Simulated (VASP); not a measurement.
# Si (Fd-3m) in VASP: single point with PBE

Aim: the single point of Si with PBE.

All numbers are computed with VASP 6.6.1; they aren't measurements. Logs are shortened: lines on timing, memory, paths and dates and some standing lists are left out, and cuts for length are marked.

### 1 The cell of the first run

It takes space group Fd-3m (No. 227, cubic). The conventional cell has a = 5.470 Å, b = 5.470 Å, c = 5.470 Å, α = 90.00°, β = 90.00°, γ = 90.00°. Within 3.1 Å of Si (site symmetry -43m) lie 4 Si at 2.37 Å.

### 2 Single point, PBE

The input, INCAR:

```
SYSTEM = Si
  ALGO = Normal
  EDIFF = 1E-7
  ENCUT = 520
  GGA = PE
  ISIF = 2
  ISMEAR = 0
  LASPH = .TRUE.
  LCHARG = .FALSE.
  LREAL = Auto
  LWAVE = .FALSE.
  NBANDS = 86
  NELM = 80
  PREC = Accurate
  SIGMA = 0.01
```

The input, KPOINTS:

```
k-points
0
G
  3 3 3
  0 0 0
```

The input, POSCAR:

```
Si
1.0
    5.4700937543      5.4700937543     -5.4700937543
   -5.4700937543      5.4700937543      5.4700937543
    5.4700937543     -5.4700937543      5.4700937543
Si
32
Direct
    0.5000000000      0.7500000000      1.0000000000
    0.2500000000      0.7500000000      0.2500000000
    0.0000000000      0.7500000000      0.5000000000
    0.5000000000      1.0000000000      0.7500000000
    0.7500000000      0.7500000000      0.7500000000
    0.2500000000      1.0000000000      1.0000000000
    0.0000000000      0.0000000000      0.2500000000
    0.5000000000      0.2500000000      0.5000000000
    0.7500000000      0.0000000000      0.5000000000
    0.2500000000      0.2500000000      0.7500000000
    0.0000000000      0.2500000000      0.0000000000
    0.5000000000      0.5000000000      0.2500000000
    0.7500000000      0.2500000000      0.2500000000
    0.2500000000      0.5000000000      0.5000000000
    0.0000000000      0.5000000000      0.7500000000
    0.7500000000      0.5000000000      0.0000000000
    0.2500000000      0.5000000000      0.7500000000
    0.0000000000      0.5000000000      0.0000000000
    0.7500000000      0.5000000000      0.2500000000
    0.2500000000      0.7500000000      0.5000000000
    0.5000000000      0.5000000000      0.5000000000
    0.0000000000      0.7500000000      0.7500000000
    0.7500000000      0.7500000000      0.0000000000
    0.2500000000      0.0000000000      0.2500000000
    0.5000000000      0.7500000000      0.2500000000
    0.0000000000      0.0000000000      0.5000000000
    0.7500000000      0.0000000000      0.7500000000
    0.2500000000      0.2500000000      0.0000000000
    0.5000000000      0.0000000000      0.0000000000
    0.0000000000      0.2500000000      0.2500000000
    0.7500000000      0.2500000000      0.5000000000
    0.5000000000      0.2500000000      0.7500000000
```

Potentials or basis: VASP PAW PBE potentials, release 64 (Si).

The run is started by

```
> cat potpaw_PBE.64/Si/POTCAR > POTCAR
> mpirun -np 1 vasp_std > vasp.out
```

OUTCAR:

```text
SYSTEM = Si
   EDIFF = 1E-7
   ENCUT = 520
   GGA = PE
   ISIF = 2
   ISMEAR = 0
   LASPH = .TRUE.
   LREAL = Auto
   NELM = 80
   PREC = Accurate

 ion  position               nearest neighbor table
   1  0.500  0.750  0.000-  17 2.37  23 2.37  25 2.37  29 2.37
   2  0.250  0.750  0.250-  18 2.37  20 2.37  24 2.37  25 2.37
   3  0.000  0.750  0.500-  19 2.37  20 2.37  22 2.37  26 2.37
   4  0.500  0.000  0.750-  20 2.37  27 2.37  29 2.37  32 2.37
   5  0.750  0.750  0.750-  21 2.37  22 2.37  23 2.37  27 2.37
   6  0.250  0.000  0.000-  22 2.37  24 2.37  28 2.37  29 2.37
[... 24 lines left out ...]
  31  0.750  0.250  0.500-   8 2.37   9 2.37  13 2.37  15 2.37
  32  0.500  0.250  0.750-   4 2.37   8 2.37  10 2.37  16 2.37

  LATTYP: Found a body centered cubic cell.
 ALAT       =    10.9401875086

  Lattice vectors:

 A1 = (   5.4700937543,   5.4700937543,  -5.4700937543)
 A2 = (  -5.4700937543,   5.4700937543,   5.4700937543)
 A3 = (   5.4700937543,  -5.4700937543,   5.4700937543)

Analysis of symmetry for initial positions (statically):
=====================================================================
 Subroutine PRICEL returns following result:

  LATTYP: Found a face centered cubic cell.
 ALAT       =     5.4700937543

  Lattice vectors:

 A1 = (  -2.7350468772,   0.0000000000,   2.7350468772)
 A2 = (  -2.7350468772,  -2.7350468772,   0.0000000000)
 A3 = (  -0.0000000000,  -2.7350468772,   2.7350468772)

  16 primitive cells build up your supercell.

 Routine SETGRP: Setting up the symmetry group for a
 body centered cubic supercell.

 Subroutine GETGRP returns: Found 48 space group operations
 (whereof 24 operations were pure point group operations)
 out of a pool of 48 trial point group operations.

The static configuration has the point symmetry T_d .
 The point group associated with its full space group is O_h .

Analysis of symmetry for dynamics (positions and initial velocities):
=====================================================================
 Subroutine PRICEL returns following result:

  LATTYP: Found a face centered cubic cell.
 ALAT       =     5.4700937543

  Lattice vectors:

 A1 = (  -2.7350468772,   0.0000000000,   2.7350468772)
 A2 = (  -2.7350468772,  -2.7350468772,   0.0000000000)
[... 92 lines left out ...]
   LREAL  =      T    real-space projection
   EDIFFG = 0.1E-05   stopping-criterion for IOM
   NSW    =      0    number of steps for IOM
   IBRION =     -1    ionic relax: 0-MD 1-quasi-New 2-CG
   NFREE  =      0    steps in history (QN), initial steepest desc. (CG)
   ISIF   =      2    stress and relaxation
   ISYM   =      2    0-nonsym 1-usesym 2-fastsym
   POTIM  = 0.5000    time-step for ionic-motion
   TEBEG  =    0.0;   TEEND  =   0.0 temperature during run
   PSTRESS=    0.0 pullay stress
   NELECT =     128.0000    total number of electrons
   NUPDOWN=      -1.0000    fix difference up-down
   EMIN   =  10.00;   EMAX   =-10.00  energy-range for DOS
   EFERMI =   0.00;   METHOD = LEGACY
   ISMEAR =     0;   SIGMA  =   0.01  broadening in eV -4-tet -1-fermi 0-gaus
   EFERMI_NEDOS =   21; number of points for ismear=-14 and -15
   IALGO  =     38    algorithm
   IMIX   =      4    mixing-type and parameters
     AMIX     =   0.40;   BMIX     =  1.00
     AMIX_MAG =   1.60;   BMIX_MAG =  1.00
  volume/ion in A,a.u.               =      20.46       138.07
  Fermi-wavevector in a.u.,A,eV,Ry     =   0.950160  1.795542 12.283393  0.902804
  Thomas-Fermi vector in A             =   2.078511
   LORBIT       =      0    0 simple, 1 ext, 2 COOP (PROOUT), +10 PAW based schemes
   GGA     = PE    functional components
   LHFCALC =     F    Hartree Fock is set to
   AEXX    =    0.0000 exact exchange contribution
   IVDW    =     0    specifies the selected vdW correction
   LEPSILON=     F    determine dielectric tensor
   LRPA    =     F    only Hartree local field effects (RPA)
 non-spin polarized calculation
 Gauss-broadening in eV      SIGMA  =   0.01
  energy-cutoff  :      520.00
  volume of cell :      654.70
 maximum number of plane-waves:     17645
 NGX is ok and might be reduce to    70
   NGX = 35   NGY = 35   NGZ = 35

 number of electron     128.0000009 magnetization

 Free energy of the ion-electron system (eV)
  ---------------------------------------------------
  ext. energy  EPLUGINS =         0.00000000
  ---------------------------------------------------
  free energy    TOTEN  =      -173.60777360 eV

  energy without entropy =     -173.60777360  energy(sigma->0) =     -173.60777360

 E-fermi :   5.6648     XC(G=0):  -9.3244

 val. band max:        5.6084883254   @ k =   0.0000   0.0000   0.0000
 cond. band min:       6.3616593877   @ k =   0.0000   0.0000   0.0000
 fundamental gap:      0.7531710623
 Fermi energy:         5.6648089009

 k-point     1 :       0.0000    0.0000    0.0000
  band No.  band energies     occupation
      1      -6.2014      2.00000
      2      -4.1987      2.00000
      3      -4.1987      2.00000
      4      -4.1987      2.00000
      5      -4.1987      2.00000
      6      -4.1987      2.00000
[... 305 lines left out ...]
     75       7.6313      0.00000
     76       8.3603      0.00000
 [bands above 76 left out]

------------------------ aborting loop because EDIFF is reached ----------------------------------------

  FORCE on cell =-STRESS in cart. coord.  units (eV):
  Direction    XX          YY          ZZ          XY          YZ          ZX
  --------------------------------------------------------------------------------------
  -------------------------------------------------------------------------------------
  Total       -0.3769054     -0.3769054     -0.3769054      0.0000000      0.0000000      0.0000000
  in kB       -0.9223561     -0.9223561     -0.9223561      0.0000000      0.0000000      0.0000000
  external PRESSURE =      -0.9223561 kB  Pullay stress =       0.0000000 kB

 VOLUME and BASIS-vectors are now :
 -----------------------------------------------------------------------------
  energy-cutoff  :      520.00
  volume of cell :      654.70
      direct lattice vectors                 reciprocal lattice vectors
     5.470093754  5.470093754 -5.470093754     0.091406112  0.091406112  0.000000000
    -5.470093754  5.470093754  5.470093754     0.000000000  0.091406112  0.091406112
     5.470093754 -5.470093754  5.470093754     0.091406112  0.000000000  0.091406112

 POSITION                                       TOTAL-FORCE (eV/Angst)
 -----------------------------------------------------------------------------------
     -1.36752      6.83762      1.36752         0.000000      0.000000      0.000000
     -1.36752      4.10257      4.10257         0.000000      0.000000      0.000000
     -1.36752      1.36752      6.83762         0.000000      0.000000     -0.000000
      6.83762     -1.36752      1.36752         0.000000      0.000000     -0.000000
      4.10257      4.10257      4.10257         0.000000      0.000000      0.000000
      1.36752      1.36752     -1.36752         0.000000      0.000000      0.000000
[... 24 lines left out ...]
      5.47009      2.73505     -0.00000        -0.000000     -0.000000      0.000000
      5.47009      0.00000      2.73505        -0.000000     -0.000000     -0.000000
 -----------------------------------------------------------------------------------
    total drift:                                0.000000     -0.000000     -0.000000

  FREE ENERGIE OF THE ION-ELECTRON SYSTEM (eV)
  ---------------------------------------------------
  free  energy   TOTEN  =      -173.6077736035 eV

  energy  without entropy=     -173.6077736035  energy(sigma->0) =     -173.60777360
```

OSZICAR:

```text
N       E                     dE             d eps       ncg     rms          rms(c)
DAV:   1     0.329639642479E+03    0.32964E+03   -0.48443E+04   688   0.123E+03
DAV:   2    -0.143895080011E+03   -0.47353E+03   -0.44650E+03   832   0.178E+02
DAV:   3    -0.175575451947E+03   -0.31680E+02   -0.31214E+02   864   0.409E+01
DAV:   4    -0.176270490050E+03   -0.69504E+00   -0.69168E+00   840   0.750E+00
DAV:   5    -0.176290026798E+03   -0.19537E-01   -0.19514E-01   834   0.120E+00    0.190E+01
DAV:   6    -0.174440465341E+03    0.18496E+01   -0.99942E-01   778   0.216E+00    0.116E+01
DAV:   7    -0.173587712430E+03    0.85275E+00   -0.21536E+00   786   0.328E+00    0.661E-01
DAV:   8    -0.173603705731E+03   -0.15993E-01   -0.11738E-01   770   0.853E-01    0.249E-01
DAV:   9    -0.173606687517E+03   -0.29818E-02   -0.49816E-03   842   0.202E-01    0.229E-01
DAV:  10    -0.173607745700E+03   -0.10582E-02   -0.26172E-03   756   0.131E-01    0.138E-01
DAV:  11    -0.173607769142E+03   -0.23442E-04   -0.95619E-05   792   0.257E-02    0.732E-03
DAV:  12    -0.173607777221E+03   -0.80795E-05   -0.93534E-06   818   0.841E-03    0.979E-03
DAV:  13    -0.173607773632E+03    0.35897E-05   -0.20935E-06   764   0.326E-03    0.140E-03
DAV:  14    -0.173607773603E+03    0.28227E-07   -0.35819E-08   532   0.525E-04
   1 F= -.17360777E+03 E0= -.17360777E+03  d E =-.105031E-16
```

It took 14 min on 1 thread of Intel Xeon 8259CL, shared host; peak memory 0.71 GiB.

What came out:

```yaml
Free_energy: -173.6078 eV
Pressure: -0.1 GPa
Band_gap_on_the_k_mesh: 0.75 eV
```

Caveat: an odd mesh through Γ misses points on the zone boundary, where band edges can lie.
